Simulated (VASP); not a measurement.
A run of VASP 6.6.1 is set up as follows.

INCAR

```
PREC = Accurate
ENCUT = 520
EDIFF = 1E-6
ISMEAR = -1
SIGMA = 0.05
LREAL = False
LASPH = True
NELM = 150
ALGO = Normal
ISIF = 2
LWAVE = False
LCHARG = True
ISPIN = 2
MAGMOM = 1 1 1 0
LORBIT = 11
LMAXMIX = 4
GGA = B5
ALDAX = 1.0
AGGAX = 1.0
AGGAC = 1.0
ALDAC = 0.0
IVDW = 12
VDW_S6 = 1.0
VDW_S8 = 2.6996
VDW_A1 = 0.4298
VDW_A2 = 4.2359
LELF = True
LVHAR = True
NBANDS = 28
```

The input KPOINTS:

```
Automatic mesh
0
Gamma
  8 8 8
```

The input POSCAR:

```
AlNi3
1.0
    3.5117442400      0.0000000000      0.0000000000
    0.0000000000      3.5117442400      0.0000000000
    0.0000000000      0.0000000000      3.5117442400
Ni Al
3 1
Direct
    0.5000000000      0.5000000000      0.0000000000
    0.5000000000      0.0000000000      0.5000000000
    0.0000000000      0.5000000000      0.5000000000
    0.0000000000      0.0000000000      0.0000000000
```

Potentials or basis: VASP PAW PBE potentials, release 64 (Ni, Al).

Run with:

```bash
$ cat potpaw_PBE.64/Ni/POTCAR potpaw_PBE.64/Al/POTCAR > POTCAR
$ mpirun -np 1 vasp_std > vasp.out
```

(1) Predict the dispersion energy per atom.

(2) What does it give for the pressure?

(3) Predict the site moments.

(4) What does it give for the net moment?

## Answers

(1) -1.090 eV.

(2) 0.3 GPa.

(3) Ni +0.21; Al -0.01 μB.

(4) 0.59 μB per cell.

Caveat: the PAW data sets were made with another functional, which shifts forces and pressure a little.
